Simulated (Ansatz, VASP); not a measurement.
## One calculation of Os, two programs

```
Os
1.0
     3.12585    1.80471    5.33083
    -3.12585    1.80471    5.33083
     0.00000   -3.60942    5.33083
Os
12
Direct
  0.01019 0.65361 0.01019
  0.01019 0.01019 0.65361
  0.65361 0.01019 0.01019
  0.98981 0.34639 0.98981
  0.34639 0.98981 0.98981
  0.98981 0.98981 0.34639
  0.22118 0.63060 0.22118
  0.22118 0.22118 0.63060
  0.63060 0.22118 0.22118
  0.77882 0.36940 0.77882
  0.36940 0.77882 0.77882
  0.77882 0.77882 0.36940
```

Alike in both runs: task relaxation of cell and atoms; functional PBEsol; k mesh 3 × 3 × 3; occupations gaussian, width 0.1 eV; no spin polarisation.

|  | VASP | Ansatz |
| --- | --- | --- |
| version | VASP 6.6.1 | Ansatz 0.2.0 |
| potentials or method | VASP PAW PBE potentials, release 64 (Os), cutoff 600 eV | scalar-relativistic, plane waves, PAW |
| valence electrons in the cell | 96 | 192 |

Ansatz gave:

```
gap on the k mesh at the Fermi level, each at its own relaxed structure (eV) : none
relaxed volume (Å³/atom)                                                     : 19.33
relaxed cell length with the largest relative difference (Å)                 : 7.046
```

Problem. Which values does VASP return?

Solution. gap on the k mesh at the Fermi level, each at its own relaxed structure (eV): none; relaxed volume (Å³/atom): 19.30; relaxed cell length with the largest relative difference (Å): 7.033.

VASP's potentials were made for PBE, not for PBEsol. A gap of «none» marks a metal or a gap that the smearing closes. VASP's potentials hold 96 valence electrons a cell and Ansatz's 192, so a difference there can come from the potentials and not from the codes.

The k mesh is coarse, so the values compare programs but aren't converged. Neither program's run includes spin-orbit coupling. Noted on VASP's run: the volume moved by over 15 % at a fixed basis, so the end points are rough.
